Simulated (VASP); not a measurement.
# Os (P6_3/mmc) in VASP: vibrations by perturbation theory with PBEsol

Aim: the vibrations by perturbation theory of Os with PBEsol.

All numbers are computed with VASP 6.6.1; they aren't measurements. Logs are shortened: lines on timing, memory, paths and dates and some standing lists are left out, and cuts for length are marked.

## (1) The cell of the first run

Symmetry: P6_3/mmc, No. 194, hexagonal system. Conventional cell: a = 2.734 Å, b = 2.734 Å, c = 4.320 Å, α = 90.00°, β = 90.00°, γ = 120.00°. Os (site symmetry -6m2) has 12 Os at 2.68 to 2.73 Å within 3.5 Å.

## (2) Vibrations by perturbation theory, PBEsol

INCAR reads:

```
SYSTEM = Os
PREC = Accurate ; ENCUT = 520
EDIFF = 1E-8 ; ISMEAR = -1
SIGMA = 0.05 ; LREAL = .False.
LASPH = .True. ; NELM = 60
ALGO = Normal ; ISIF = 2
LWAVE = .False. ; LCHARG = .False.
GGA = PS ; IBRION = 8
NSW = 1
```

KPOINTS reads:

```
regular mesh
0
Gamma
  10 10 6
  0 0 0
```

POSCAR reads:

```
Os
1.0
    2.7341000000      0.0000000000      0.0000000000
   -1.3670500000      2.3678000565      0.0000000000
    0.0000000000      0.0000000000      4.3197000000
Os
2
Direct
    0.6666666667      0.3333333333      0.7500000000
    0.3333333333      0.6666666667      0.2500000000
```

Potentials or basis: VASP PAW PBE potentials, release 64 (Os).

Run with:

```
cat potpaw_PBE.64/Os/POTCAR > POTCAR
mpirun -np 1 vasp_std > vasp.out
```

OUTCAR:

```text
SYSTEM = Os
   PREC = Accurate
   ENCUT = 520
   EDIFF = 1E-8
   ISMEAR = -1
   LREAL = .False.
   LASPH = .True.
   NELM = 60
   ISIF = 2
   GGA = PS
   IBRION = 8
   NSW = 1

 ion  position               nearest neighbor table
   1  0.667  0.333  0.750-   2 2.68   2 2.68   2 2.68   2 2.68   2 2.68   2 2.68
   2  0.333  0.667  0.250-   1 2.68   1 2.68   1 2.68   1 2.68   1 2.68   1 2.68

  LATTYP: Found a hexagonal cell.
 ALAT       =     2.7341000000
 C/A-ratio  =     1.5799348963

  Lattice vectors:

 A1 = (   2.7341000000,   0.0000000000,   0.0000000000)
 A2 = (  -1.3670500000,   2.3678000565,   0.0000000000)
 A3 = (   0.0000000000,   0.0000000000,   4.3197000000)

Analysis of symmetry for initial positions (statically):
=====================================================================
 Subroutine PRICEL returns:
 Original cell was already a primitive cell.

 Routine SETGRP: Setting up the symmetry group for a
 hexagonal supercell.

 Subroutine GETGRP returns: Found 24 space group operations
 (whereof 12 operations were pure point group operations)
 out of a pool of 24 trial point group operations.

The static configuration has the point symmetry D_3d.
 The point group associated with its full space group is D_6h.

Analysis of symmetry for dynamics (positions and initial velocities):
=====================================================================
 Subroutine PRICEL returns:
 Original cell was already a primitive cell.

 Routine SETGRP: Setting up the symmetry group for a
 hexagonal supercell.

 Subroutine GETGRP returns: Found 24 space group operations
 (whereof 12 operations were pure point group operations)
 out of a pool of 24 trial point group operations.

The dynamic configuration has the point symmetry D_3d.
 The point group associated with its full space group is D_6h.

 Subroutine INISYM returns: Found 24 space group operations
 (whereof 12 operations are pure point group operations),
 and found     1 'primitive' translations

----------------------------------------------------------------------------------------

                                     Primitive cell

  volume of cell :      27.9649

  direct lattice vectors                    reciprocal lattice vectors
     2.734100000  0.000000000  0.000000000     0.365751070  0.211166479  0.000000000
    -1.367050000  2.367800057  0.000000000     0.000000000  0.422332957  0.000000000
     0.000000000  0.000000000  4.319700000     0.000000000  0.000000000  0.231497558

  length of vectors
     2.734100000  2.734100000  4.319700000     0.422332957  0.422332957  0.231497558

  position of ions in fractional coordinates (direct lattice)
     0.666666667  0.333333333  0.750000000
     0.333333333  0.666666667  0.250000000

  ion indices of the primitive-cell ions
   primitive index   ion index
                 1           1
                 2           2

----------------------------------------------------------------------------------------

 KPOINTS: regular mesh

Automatic generation of k-mesh.
 Grid dimensions read from file:
 generate k-points for:   10   10    6

 Generating k-lattice:

  Cartesian coordinates                     Fractional coordinates (reciprocal lattice)
     0.036575107  0.021116648  0.000000000     0.100000000 -0.000000000  0.000000000
     0.000000000  0.042233296  0.000000000     0.000000000  0.100000000  0.000000000
     0.000000000  0.000000000  0.038582926     0.000000000  0.000000000  0.166666667

  Length of vectors
     0.042233296  0.042233296  0.038582926

[... 92 lines left out ...]
 number of electron      15.9999999 magnetization

 Free energy of the ion-electron system (eV)
  ---------------------------------------------------
  ext. energy  EPLUGINS =         0.00000000
  ---------------------------------------------------
  free energy    TOTEN  =       -24.46883110 eV

  energy without entropy =      -24.45850377  energy(sigma->0) =      -24.46366743

 E-fermi :   9.3668     XC(G=0): -14.1571

 val. band max:        9.3287221556   @ k =   0.3000  -0.0000   0.0000
 cond. band min:       9.4203241017   @ k =   0.1000   0.1000   0.3333
 fundamental gap:      0.0916019461
 Fermi energy:         9.3667803163

 k-point     1 :       0.0000    0.0000    0.0000
  band No.  band energies     occupation
      1      -1.6853      2.00000
      2       1.4784      2.00000
      3       6.2410      2.00000
      4       6.2410      2.00000
      5       6.4895      2.00000
      6       7.0866      2.00000
      7       7.0866      2.00000
      8       7.7441      2.00000
      9       7.7441      2.00000
     10       9.3096      1.51632
     11      11.0042      0.00000
     12      11.0042      0.00000
[... 331 lines left out ...]
 k-point    24 :       0.4000    0.1000    0.1667
  band No.  band energies     occupation
      1       1.9660      2.00000
      2       2.5682      2.00000
      3       3.7499      2.00000
      4       4.7196      2.00000
      5       5.8063      2.00000
      6       7.4058      2.00000
      7       7.7250      2.00000
      8      10.7735      0.00000
      9      11.2233      0.00000
     10      11.5923      0.00000
     11      13.1317      0.00000
     12      15.7233      0.00000

 [... further k-points ...]

------------------------ aborting loop because EDIFF is reached ----------------------------------------

  FORCE on cell =-STRESS in cart. coord.  units (eV):
  Direction    XX          YY          ZZ          XY          YZ          ZX
  --------------------------------------------------------------------------------------
  -------------------------------------------------------------------------------------
  Total       -0.1851131     -0.1851131     -0.8170358     -0.0000000     -0.0000000      0.0000000
  in kB      -10.6055878    -10.6055878    -46.8100010     -0.0000000     -0.0000000      0.0000000
  external PRESSURE =     -22.6737255 kB  Pullay stress =       0.0000000 kB

 VOLUME and BASIS-vectors are now :
 -----------------------------------------------------------------------------
  energy-cutoff  :      520.00
  volume of cell :       27.96
      direct lattice vectors                 reciprocal lattice vectors
     2.734100000  0.000000000  0.000000000     0.365751070  0.211166479  0.000000000
    -1.367050000  2.367800057  0.000000000     0.000000000  0.422332957  0.000000000
     0.000000000  0.000000000  4.319700000     0.000000000  0.000000000  0.231497558

 POSITION                                       TOTAL-FORCE (eV/Angst)
 -----------------------------------------------------------------------------------
      1.36705      0.78927      3.23977        -0.000000      0.000000      0.000000
     -0.00000      1.57853      1.07993         0.000000     -0.000000      0.000000
 -----------------------------------------------------------------------------------
    total drift:                               -0.000000      0.000000     -0.000000

  FREE ENERGIE OF THE ION-ELECTRON SYSTEM (eV)
  ---------------------------------------------------
  free  energy   TOTEN  =       -24.4688310985 eV

  energy  without entropy=      -24.4585037662  energy(sigma->0) =      -24.46366743

[... ionic steps 2 to 3 ...]

--------------------------------------- Ionic step        4  -------------------------------------------

------------------------ aborting loop because EDIFF is reached ----------------------------------------

[... ionic steps 5 to 5 ...]

--------------------------------------- Ionic step        6  -------------------------------------------

 Free energy of the ion-electron system (eV)
  ---------------------------------------------------
  ---------------------------------------------------
  free energy    TOTEN  =        -0.23748273 eV

  energy without entropy =       -0.23748273

------------------------ aborting loop because EDIFF is reached ----------------------------------------

 INTERNAL STRAIN TENSOR  FOR ION    1  DIRECTION 3   (eV/Angst):
 -----------------------------------------------------------------------------
     0.09831  0.00000  0.00000
     0.00000  0.09831 -0.00000
     0.00000 -0.00000 -0.19118

 INTERNAL STRAIN TENSOR FOR ION    2 for displacements in x,y,z  (eV/Angst):
          X           Y           Z          XY          YZ          ZX
  --------------------------------------------------------------------------------
  x     0.00000     0.00000     0.00000    -1.86339     0.00000     0.00000
  y    -1.86339     1.86339     0.00000     0.00000     0.00000     0.00000
  z    -0.00000    -0.00000     0.00000     0.00000    -0.00000     0.00000

 SECOND DERIVATIVES (NOT SYMMETRIZED)
 ------------------------------------
               1X          1Y          1Z          2X          2Y          2Z
  1X    -9.573087    0.000000    0.000000    9.573087    0.000000    0.000000
  1Y     0.000000   -9.573087    0.000000    0.000000    9.573087    0.000000
  1Z    -0.000000    0.000000  -15.108278    0.000000    0.000000   15.108278
  2X     9.573087    0.000000    0.000000   -9.573087    0.000000    0.000000
  2Y     0.000000    9.573087    0.000000    0.000000   -9.573087    0.000000
  2Z     0.000000    0.000000   15.108278   -0.000000    0.000000  -15.108278

 Eigenvectors and eigenvalues of the dynamical matrix
 ----------------------------------------------------

   1 f  =    6.231146 THz    39.151447 2PiTHz  207.848671 cm-1    25.769939 meV
             X         Y         Z           dx          dy          dz
      1.367050  0.789267  3.239775    -0.000000    0.000000   -0.707107
     -0.000000  1.578533  1.079925     0.000000    0.000000    0.707107
[... 16 lines left out ...]
   5 f  =    0.000000 THz     0.000000 2PiTHz    0.000000 cm-1     0.000000 meV
             X         Y         Z           dx          dy          dz
      1.367050  0.789267  3.239775     0.000000    0.000000    0.707107
     -0.000000  1.578533  1.079925    -0.000000    0.000000    0.707107

   6 f/i=    0.000000 THz     0.000000 2PiTHz    0.000000 cm-1     0.000000 meV
             X         Y         Z           dx          dy          dz
      1.367050  0.789267  3.239775    -0.707107   -0.000000   -0.000000
     -0.000000  1.578533  1.079925    -0.707107   -0.000000    0.000000

--------------------------------------------------------------------------------------------------------

 ELASTIC MODULI CONTR FROM IONIC RELAXATION (kBar)
 Direction    XX          YY          ZZ          XY          YZ          ZX
 --------------------------------------------------------------------------------
 XX         -20.7804     20.7804      0.0000      0.0000     -0.0000      0.0000
 YY          20.7804    -20.7804     -0.0000      0.0000     -0.0000      0.0000
 ZZ           0.0000     -0.0000     -0.0000     -0.0000      0.0000      0.0000
 XY           0.0000      0.0000     -0.0000    -20.7804      0.0000      0.0000
 YZ          -0.0000     -0.0000      0.0000      0.0000     -0.0000      0.0000
 ZX           0.0000      0.0000      0.0000      0.0000      0.0000      0.0000
 --------------------------------------------------------------------------------
```

Wall time 3.1 min (1 thread of Intel Xeon 8259CL, shared host); peak memory 0.23 GiB.

Results:

```yaml
Highest_phonon_frequency_at_Γ: 208 cm⁻¹
```

Phonon frequencies in cm⁻¹ (negative: imaginary):
```
              q point        frequencies
(0.000, 0.000, 0.000)  0 0 0 165 165 208
```

Caveat: the cell stands under pressure or tension, which shifts response properties; the PAW data sets were made with another functional, which shifts forces and pressure a little; spin-orbit coupling is left out, which moves the levels of the heavy elements.
